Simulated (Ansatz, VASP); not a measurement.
# One calculation of BN, two programs

```xyz
2
Lattice="0.0000 1.7706 1.7706 1.7706 0.0000 1.7706 1.7706 1.7706 0.0000" Properties=species:S:1:pos:R:3 pbc="T T T"
B     0.0000    0.0000    0.0000
N     2.6559    2.6559    2.6559
```

Change from the starting cell: volume scaled by 0.94.

Alike in both runs: task single point; functional PBEsol; k mesh 13 × 13 × 13; occupations fermi-dirac, width 0.03 eV; no spin polarisation.

|  | VASP | Ansatz |
| --- | --- | --- |
| version | VASP 6.6.1 | Ansatz 0.2.0 |
| potentials or method | VASP PAW PBE potentials, release 64 (B, N), cutoff 520 eV | all-electron LAPW, scalar-relativistic |

VASP gave:

```
gap on the k mesh at the Fermi level (eV) : 4.42
pressure (GPa)                            : 23.9
```

What did Ansatz give for the same quantities?

gap on the k mesh at the Fermi level (eV): 4.43; pressure (GPa): 23.1.

VASP's potentials were made for PBE, not for PBEsol. Ansatz ran all-electron here, and VASP with PAW potentials.
